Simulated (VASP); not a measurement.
Write the native input for VASP 6.6.1 that does the following.

* Task: single point
* Functional: PBE
* Potentials or basis: VASP PAW PBE potentials, release 64 (Pt, N, Cl)
* Cutoff: 520 eV
* k mesh: 4 × 4 × 4
* Occupations: methfessel-paxton, width 0.05 eV
* Spin: no spin polarisation
* Dipole correction: no
* Further INCAR settings: ALGO = Normal; EDIFF = 1e-07; NBANDS = 41

The structure of PtN2Cl6 lies in POSCAR:

```
PtN2Cl6
1.0
    0.0000000000      4.8119010000      4.8119010000
    4.8119010000      0.0000000000      4.8119010000
    4.8119010000      4.8119010000      0.0000000000
Pt N Cl
1 2 6
Direct
    0.0000000000      0.0000000000      0.0000000000
    0.7500000000      0.7500000000      0.7500000000
    0.2500000000      0.2500000000      0.2500000000
    0.7594320000      0.7594320000      0.2405680000
    0.2405680000      0.7594320000      0.2405680000
    0.7594320000      0.2405680000      0.2405680000
    0.2405680000      0.2405680000      0.7594320000
    0.7594320000      0.2405680000      0.7594320000
    0.2405680000      0.7594320000      0.7594320000
```

The input as run:

INCAR

```
PREC = Accurate
ENCUT = 520
EDIFF = 1E-7
ISMEAR = 1
SIGMA = 0.05
LREAL = False
LASPH = True
NELM = 100
ALGO = Normal
ISIF = 2
LWAVE = False
LCHARG = False
GGA = PE
NBANDS = 41
```

KPOINTS

```
regular mesh
0
Gamma
  4 4 4
```

Potentials or basis: VASP PAW PBE potentials, release 64 (Pt, N, Cl).

Launch:

```console
$ cat potpaw_PBE.64/Pt/POTCAR potpaw_PBE.64/N/POTCAR potpaw_PBE.64/Cl/POTCAR > POTCAR
$ mpirun -np 1 vasp_std > vasp.out
```

Results of the run:

* Pressure: -2.5 GPa
* Largest force: 0.122 eV/Å
* Band gap on the k mesh: zero (band 31 reaches 0.10 eV, above the bottom of band 32 at -0.12 eV)

Caveat: spin-orbit coupling is left out, which moves the levels of the heavy elements.

It took 3.3 min on 1 thread of AMD EPYC 7R43 64-Core Processor (Zen 3), on a shared host, peak memory 0.36 GiB.
